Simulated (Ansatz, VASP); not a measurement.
**Two plane-wave programs on Cd2H**

Contents of INCAR:

```
SYSTEM = Cd2H
PREC = Accurate
ENCUT = 520
EDIFF = 1E-6
ISMEAR = 0
SIGMA = 0.1
LREAL = .False.
LASPH = .True.
NELM = 60
ALGO = Normal
ISIF = 2
LWAVE = .False.
LCHARG = .False.
GGA = PE
NBANDS = 34
```

The input KPOINTS:

```
Automatic mesh
0
Gamma
  4 4 4
  0 0 0
```

Contents of POSCAR:

```
Cd2H
1.0
    0.0000000000      3.7857268619      3.7857268619
    3.7857268619      0.0000000000      3.7857268619
    3.7857268619      3.7857268619      0.0000000000
Cd H
4 2
Direct
    0.6250000000      0.6250000000      0.6250000000
    0.1250000000      0.6250000000      0.6250000000
    0.6250000000      0.6250000000      0.1250000000
    0.6250000000      0.1250000000      0.6250000000
    0.0000000000      0.0000000000      0.0000000000
    0.2500000000      0.2500000000      0.2500000000
```

Input for Ansatz:

```yaml
crystal:
  lattice:
    - [0.0, 3.7857268619, 3.7857268619]
    - [3.7857268619, 0.0, 3.7857268619]
    - [3.7857268619, 3.7857268619, 0.0]
  atoms:
    - { symbol: Cd, position: [0.625, 0.625, 0.625] }
    - { symbol: Cd, position: [0.125, 0.625, 0.625] }
    - { symbol: Cd, position: [0.625, 0.625, 0.125] }
    - { symbol: Cd, position: [0.625, 0.125, 0.625] }
    - { symbol: H, position: [0.0, 0.0, 0.0] }
    - { symbol: H, position: [0.25, 0.25, 0.25] }
basis:
  ecutwfc: 420
kpoints:
  mp_grid: { grid: [4, 4, 4] }
hamiltonian:
  xc: pbe
scf:
  occupations: { method: gaussian, width: 0.1 }
  lower_state_search: "off"
output:
  forces: true
  stress: true
  eigenvalues: true
```

Alike in both runs: task single point; functional PBE; k mesh 4 × 4 × 4; occupations gaussian, width 0.1 eV; no spin polarisation.

|  | VASP | Ansatz |
| --- | --- | --- |
| version | VASP 6.6.1 | Ansatz 0.2.0 |
| potentials or method | VASP PAW PBE potentials, release 64 (Cd, H), cutoff 520 eV | scalar-relativistic, plane waves, PAW |
| valence electrons in the cell | 50 | 82 |

VASP gave:

| Item | Value |
| --- | --- |
| gap on the k mesh at the Fermi level (eV) | none |
| pressure (GPa) | 12.5 |

Q: Which values does Ansatz return?

A: gap on the k mesh at the Fermi level (eV): none; pressure (GPa): 11.7.

A gap of «none» marks a metal or a gap that the smearing closes. VASP's potentials hold 50 valence electrons a cell and Ansatz's 82, so a difference there can come from the potentials and not from the codes.
